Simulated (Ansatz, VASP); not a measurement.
# Two plane-wave programs on CoSi2

```xyz
3
Lattice="0.0000 2.6799 2.6799 2.6799 0.0000 2.6799 2.6799 2.6799 0.0000" Properties=species:S:1:pos:R:3 pbc="T T T"
Co    0.0000    0.0000    0.0000
Si    1.1668    1.1668    1.1668
Si    4.1931    4.1931    4.1931
```

Change from the starting cell: mode 4 (324.9 1/cm) frozen in, largest displacement +0.300 Å.

Alike in both runs: task single point; functional PBE; k mesh 16 × 16 × 16; occupations gaussian, width 0.15 eV; no spin polarisation.

|  | VASP | Ansatz |
| --- | --- | --- |
| version | VASP 6.6.1 | Ansatz 0.2.0 |
| potentials or method | VASP PAW PBE potentials, release 64 (Co, Si), cutoff 520 eV | scalar-relativistic, plane waves, PAW |
| valence electrons in the cell | 17 | 25 |

```tsv
	VASP	Ansatz	Ansatz less VASP
gap on the k mesh at the Fermi level (eV)	none	none	-
pressure (GPa)	16.1	16.2	+0.09
traceless stress, the component that is largest in VASP (GPa)	18.99	18.92	-0.070
rms of the force components (eV/Å)	2.329	2.328	-0.0009
```

Atom by atom the forces differ by 0.001 eV/Å (rms over components). A gap of «none» marks a metal or a gap that the smearing closes. VASP's potentials hold 17 valence electrons a cell and Ansatz's 25, so a difference there can come from the potentials and not from the codes.
